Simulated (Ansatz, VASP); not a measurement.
## Two plane-wave programs on S

INCAR

```
ALGO = Normal
EDIFF = 1E-8
ENCUT = 520
GGA = PE
ISIF = 2
ISMEAR = -1
LASPH = T
LCHARG = F
LEFG = T
LREAL = F
LWAVE = F
NBANDS = 13
NELM = 100
PREC = Accurate
SIGMA = 0.05
```

The input KPOINTS:

```
k-points
0
Gamma
  12 12 12
```

POSCAR

```
S
1.0
    0.0000000000      2.9342090380      2.9342090380
    2.9342090380      0.0000000000      2.9342090380
    2.9342090380      2.9342090380      0.0000000000
S
2
Direct
    0.0000000000      0.0000000000      0.0000000000
    0.2500000000      0.2500000000      0.2500000000
```

Input for Ansatz:

```yaml
crystal:
  lattice:
    - [0.0, 2.934209038, 2.934209038]
    - [2.934209038, 0.0, 2.934209038]
    - [2.934209038, 2.934209038, 0.0]
  atoms:
    - { symbol: S, position: [0.0, 0.0, 0.0] }
    - { symbol: S, position: [0.25, 0.25, 0.25] }
kpoints:
  mp_grid: { grid: [12, 12, 12] }
scf:
  occupations: { method: fermi_dirac, width: 0.05 }
hamiltonian:
  xc: pbe
  pseudopotentials: { kind: paw }
output:
  forces: true
  stress: true
  eigenvalues: true
  efg: { contact_densities: true }
```

Change from the starting cell: volume scaled by 1.04, PAW files.

Alike in both runs: task electric field gradients; functional PBE; k mesh 12 × 12 × 12; occupations fermi-dirac, width 0.05 eV; no spin polarisation.

|  | VASP | Ansatz |
| --- | --- | --- |
| version | VASP 6.6.1 | Ansatz 0.2.0 |
| potentials or method | VASP PAW PBE potentials, release 64 (S) | PAW with Ansatz's default frozen-core files, scalar-relativistic |
| plane-wave cutoff (eV) | 520 | 420 |
| valence electrons in the cell | 12 | 12 |

Ansatz gave:

| Property | Result |
| --- | --- |
| pressure (GPa) | -1.6 |

Q: What did VASP give for the same quantities?

A: Pressure (GPa): -1.7.

The functional is the same, so the differences come from potentials, cutoffs and numerics.
